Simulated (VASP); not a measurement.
A run of VASP 6.6.1 is set up as follows.

File INCAR:

```
SYSTEM = La2AgSb4Au
PREC = Accurate
ENCUT = 600
EDIFF = 1E-6
ISMEAR = 1
SIGMA = 0.1
LREAL = .False.
LASPH = .True.
NELM = 80
ALGO = Normal
ISIF = 3
LWAVE = .False.
LCHARG = .False.
GGA = PS
IBRION = 2
NSW = 90
EDIFFG = -0.01
LUSENCCL = .False.
```

File KPOINTS:

```
Automatic mesh
0
Gamma
  6 6 4
  0 0 0
```

Contents of POSCAR:

```
La2AgSb4Au
1.0
    4.3711527700     -4.3711527700      0.0000000000
    4.3711527700      4.3711527700      0.0000000000
    0.0000000000      0.0000000000     10.9856205400
La Au Ag Sb
4 2 2 8
Direct
    0.7500000000      0.2500000000      0.2629930000
    0.2500000000      0.7500000000      0.2629930000
    0.2500000000      0.2500000000      0.7370070000
    0.7500000000      0.7500000000      0.7370070000
    0.0000000000      0.0000000000      0.0000000000
    0.0000000000      0.5000000000      0.0000000000
    0.5000000000      0.5000000000      0.0000000000
    0.5000000000      0.0000000000      0.0000000000
    0.7500000000      0.2500000000      0.8333123600
    0.2500000000      0.7500000000      0.8333123600
    0.2500000000      0.2500000000      0.1666876400
    0.7500000000      0.7500000000      0.1666876400
    0.0000000000      0.0000000000      0.5000000000
    0.5000000000      0.5000000000      0.5000000000
    0.0000000000      0.5000000000      0.5000000000
    0.5000000000      0.0000000000      0.5000000000
```

Potentials or basis: VASP PAW PBE potentials, release 64 (La, Au, Ag, Sb).

Run with:

```sh
$ cat potpaw_PBE.64/La/POTCAR potpaw_PBE.64/Au/POTCAR potpaw_PBE.64/Ag/POTCAR potpaw_PBE.64/Sb/POTCAR > POTCAR
$ mpirun -np 1 vasp_std > vasp.out
```

Question: What does it give for the relaxed volume?

Answer: 25.38 Å³/atom.

Question: Estimate the relaxed cell.

Answer: a = 6.204 Å, b = 6.210 Å, c = 10.540 Å, α = 90.00°, β = 90.00°, γ = 90.00°.

Forces in eV/Å, atoms in the order of the input:
```
La   0.003 -0.003  0.008
La  -0.003  0.003  0.008
La  -0.003  0.003 -0.008
La   0.003 -0.003 -0.008
Au   0.000  0.000  0.000
Au   0.000  0.000  0.000
Ag   0.000  0.000  0.000
Ag   0.000  0.000  0.000
Sb  -0.004  0.004  0.005
Sb   0.004 -0.004  0.005
Sb   0.004 -0.004 -0.005
Sb  -0.004  0.004 -0.005
Sb   0.000  0.000  0.000
Sb   0.000  0.000  0.000
Sb   0.000  0.000  0.000
Sb   0.000  0.000  0.000
```

Caveat: the PAW data sets were made with another functional, which shifts forces and pressure a little.
